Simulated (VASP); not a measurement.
# As (I4/mmm) in VASP: single point with PBE

Aim: the single point of As with PBE.

Everything below comes from runs of VASP 6.6.1. Logs are shortened: lines on timing, memory, paths and dates and some standing lists are left out, and cuts for length are marked.

## (1) The cell of the first run

The structure is tetragonal, space group I4/mmm (No. 139). The conventional cell has a = 3.383 Å, b = 3.383 Å, c = 3.333 Å, α = 90.00°, β = 90.00°, γ = 90.00°. As (site symmetry 4/mmm) has 14 As at 2.92 to 3.38 Å within 3.8 Å.

## (2) Single point, PBE

Contents of INCAR:

```
SYSTEM = As
ALGO = Normal
EDIFF = 1E-6
ENCUT = 520
GGA = PE
ISIF = 2
ISMEAR = 0
LASPH = .True.
LCHARG = .True.
LELF = .True.
LREAL = .False.
LVHAR = .True.
LWAVE = .False.
NBANDS = 18
NELM = 60
PREC = Accurate
SIGMA = 0.1
```

Contents of KPOINTS:

```
k-points
0
Gamma
  10 10 16
  0 0 0
```

Contents of POSCAR:

```
As
1.0
    4.7838986795      0.0000000000      0.0000000000
    0.0000000000      4.7838986795      0.0000000000
    0.0000000000      0.0000000000      3.3330580598
As
4
Direct
    0.7500060394      0.7500060394      0.0000000000
    0.2499939606      0.2499939606      0.0000000000
    0.7499939606      0.2500060394      0.5000000000
    0.2500060394      0.7499939606      0.5000000000
```

Potentials or basis: VASP PAW PBE potentials, release 64 (As).

Run with:

```bash
$ cat potpaw_PBE.64/As/POTCAR > POTCAR
$ mpirun -np 1 vasp_std > vasp.out
```

OUTCAR:

```text
SYSTEM = As
   EDIFF = 1E-6
   ENCUT = 520
   GGA = PE
   ISIF = 2
   ISMEAR = 0
   LASPH = .True.
   LREAL = .False.
   NELM = 60
   PREC = Accurate

 ion  position               nearest neighbor table
   1  0.750  0.750  0.000-   3 2.92   4 2.92   3 2.92   4 2.92   3 2.92   3 2.92   4 2.92   4 2.92

   2  0.250  0.250  0.000-   3 2.92   4 2.92   3 2.92   4 2.92   4 2.92   4 2.92   3 2.92   3 2.92

   3  0.750  0.250  0.500-   1 2.92   2 2.92   1 2.92   2 2.92   1 2.92   1 2.92   2 2.92   2 2.92

   4  0.250  0.750  0.500-   1 2.92   2 2.92   1 2.92   2 2.92   2 2.92   2 2.92   1 2.92   1 2.92

  LATTYP: Found a simple tetragonal cell.
 ALAT       =     4.7838986795
 C/A-ratio  =     0.6967242166

  Lattice vectors:

 A1 = (   4.7838986795,   0.0000000000,   0.0000000000)
 A2 = (   0.0000000000,   4.7838986795,   0.0000000000)
 A3 = (   0.0000000000,   0.0000000000,   3.3330580598)

Analysis of symmetry for initial positions (statically):
=====================================================================
 Subroutine PRICEL returns:
 Original cell was already a primitive cell.

 Routine SETGRP: Setting up the symmetry group for a
 simple tetragonal supercell.

 Subroutine GETGRP returns: Found 16 space group operations
 (whereof  8 operations were pure point group operations)
 out of a pool of 16 trial point group operations.

The static configuration has the point symmetry D_2h.
 The point group associated with its full space group is D_4h.

Analysis of symmetry for dynamics (positions and initial velocities):
=====================================================================
 Subroutine PRICEL returns:
 Original cell was already a primitive cell.

 Routine SETGRP: Setting up the symmetry group for a
 simple tetragonal supercell.

 Subroutine GETGRP returns: Found 16 space group operations
 (whereof  8 operations were pure point group operations)
 out of a pool of 16 trial point group operations.

The dynamic configuration has the point symmetry D_2h.
 The point group associated with its full space group is D_4h.

 Subroutine INISYM returns: Found 16 space group operations
 (whereof  8 operations are pure point group operations),
 and found     1 'primitive' translations

----------------------------------------------------------------------------------------

                                     Primitive cell
[... 95 lines left out ...]
   EDIFF  = 0.1E-05   stopping-criterion for ELM
   LREAL  =      F    real-space projection
   EDIFFG = 0.1E-04   stopping-criterion for IOM
   NSW    =      0    number of steps for IOM
   IBRION =     -1    ionic relax: 0-MD 1-quasi-New 2-CG
   NFREE  =      0    steps in history (QN), initial steepest desc. (CG)
   ISIF   =      2    stress and relaxation
   ISYM   =      2    0-nonsym 1-usesym 2-fastsym
   POTIM  = 0.5000    time-step for ionic-motion
   TEBEG  =    0.0;   TEEND  =   0.0 temperature during run
   PSTRESS=    0.0 pullay stress
   NELECT =      20.0000    total number of electrons
   NUPDOWN=      -1.0000    fix difference up-down
   EMIN   =  10.00;   EMAX   =-10.00  energy-range for DOS
   EFERMI =   0.00;   METHOD = LEGACY
   ISMEAR =     0;   SIGMA  =   0.10  broadening in eV -4-tet -1-fermi 0-gaus
   EFERMI_NEDOS =   21; number of points for ismear=-14 and -15
   IALGO  =     38    algorithm
   IMIX   =      4    mixing-type and parameters
     AMIX     =   0.40;   BMIX     =  1.00
     AMIX_MAG =   1.60;   BMIX_MAG =  1.00
  volume/ion in A,a.u.               =      19.07       128.69
  Fermi-wavevector in a.u.,A,eV,Ry     =   1.047810  1.980074 14.937916  1.097906
  Thomas-Fermi vector in A             =   2.182706
   LORBIT       =      0    0 simple, 1 ext, 2 COOP (PROOUT), +10 PAW based schemes
   GGA     = PE    functional components
   LHFCALC =     F    Hartree Fock is set to
   AEXX    =    0.0000 exact exchange contribution
   IVDW    =     0    specifies the selected vdW correction
   LEPSILON=     F    determine dielectric tensor
   LRPA    =     F    only Hartree local field effects (RPA)
 non-spin polarized calculation
 Gauss-broadening in eV      SIGMA  =   0.10
  energy-cutoff  :      520.00
  volume of cell :       76.28
 maximum number of plane-waves:      2084
 NGX is ok and might be reduce to    36
   NGX = 17   NGY = 17   NGZ = 13

 number of electron      20.0000003 magnetization

 Free energy of the ion-electron system (eV)
  ---------------------------------------------------
  ext. energy  EPLUGINS =         0.00000000
  ---------------------------------------------------
  free energy    TOTEN  =       -16.93373081 eV

  energy without entropy =      -16.92248476  energy(sigma->0) =      -16.92810778

 E-fermi :   6.4104     XC(G=0): -10.7655

 val. band max:        6.4094831756   @ k =   0.1000   0.0000   0.1875
 cond. band min:       6.4122647773   @ k =   0.4000   0.2000   0.3125
 fundamental gap:      0.0027816018
 Fermi energy:         6.4103681471

 k-point     1 :       0.0000    0.0000    0.0000
  band No.  band energies     occupation
      1      -8.5984      2.00000
      2      -3.9342      2.00000
      3      -3.9342      2.00000
      4      -0.2328      2.00000
      5      -0.0568      2.00000
      6      -0.0568      2.00000
[... 481 lines left out ...]
      5       0.2408      2.00000
      6       1.4527      2.00000
[... 10 lines left out ...]
     17      11.7333      0.00000
     18      12.0101      0.00000

 [... further k-points ...]

------------------------ aborting loop because EDIFF is reached ----------------------------------------

  FORCE on cell =-STRESS in cart. coord.  units (eV):
  Direction    XX          YY          ZZ          XY          YZ          ZX
  --------------------------------------------------------------------------------------
  -------------------------------------------------------------------------------------
  Total        0.0269854      0.0269854      0.0329759      0.0000000      0.0000000      0.0000000
  in kB        0.5668045      0.5668045      0.6926284      0.0000000      0.0000000      0.0000000
  external PRESSURE =       0.6087458 kB  Pullay stress =       0.0000000 kB

 VOLUME and BASIS-vectors are now :
 -----------------------------------------------------------------------------
  energy-cutoff  :      520.00
  volume of cell :       76.28
      direct lattice vectors                 reciprocal lattice vectors
     4.783898680  0.000000000  0.000000000     0.209034527  0.000000000  0.000000000
     0.000000000  4.783898680  0.000000000     0.000000000  0.209034527  0.000000000
     0.000000000  0.000000000  3.333058060     0.000000000  0.000000000  0.300024777

 POSITION                                       TOTAL-FORCE (eV/Angst)
 -----------------------------------------------------------------------------------
      3.58795      3.58795      0.00000        -0.000026     -0.000026     -0.000000
      1.19595      1.19595      0.00000         0.000026      0.000026      0.000000
      3.58790      1.19600      1.66653         0.000026     -0.000026     -0.000000
      1.19600      3.58790      1.66653        -0.000026      0.000026      0.000000
 -----------------------------------------------------------------------------------
    total drift:                                0.000000      0.000000      0.000000

  FREE ENERGIE OF THE ION-ELECTRON SYSTEM (eV)
  ---------------------------------------------------
  free  energy   TOTEN  =       -16.9337308087 eV

  energy  without entropy=      -16.9224847584  energy(sigma->0) =      -16.92810778
```

stdout:

```text
POSCAR found type information on POSCAR As
 POSCAR found :  1 types and       4 ions
 scaLAPACK will be used
 LDA part: xc-table for (Slater+PW92), standard interpolation
 POSCAR, INCAR and KPOINTS ok, starting setup
 FFT: planning ... GRIDC
 FFT: planning ... GRID_SOFT
 FFT: planning ... GRID
 WAVECAR not read
 entering main loop
```

It took 1.8 min on 1 thread of Intel Xeon Platinum 8259CL at 2.50GHz (Skylake/Cascade Lake), shared host; peak memory 0.32 GiB.

What came out:

```yaml
Free_energy: -16.9337 eV
Pressure: 0.1 GPa
Band_gap_on_the_k_mesh: zero (bands 10 and 11 overlap by 3.81 eV)
```

Levels at points of the mesh, in eV from the Fermi level:
```tsv
k point	band 7	band 8	band 9	band 10	band 11	band 12	band 13	band 14
(0.00, 0.00, 0.00)	-2.28	-2.28	-1.98	2.09	2.09	3.66	3.81	4.55
(0.50, 0.00, 0.00)	-0.54	-0.54	-0.49	-0.49	0.83	0.83	3.55	3.55
(0.50, 0.50, 0.00)	-0.10	-0.10	0.72	0.72	0.72	0.72	0.99	0.99
(0.00, 0.00, 0.50)	-3.14	-3.14	-3.14	-3.14	-0.27	-0.27	0.79	0.79
(0.50, 0.00, 0.50)	-4.04	-4.04	-1.72	-1.72	-1.72	-1.72	3.08	3.08
(0.50, 0.50, 0.50)	-6.42	-6.42	1.92	1.92	1.92	1.92	4.30	4.30
```
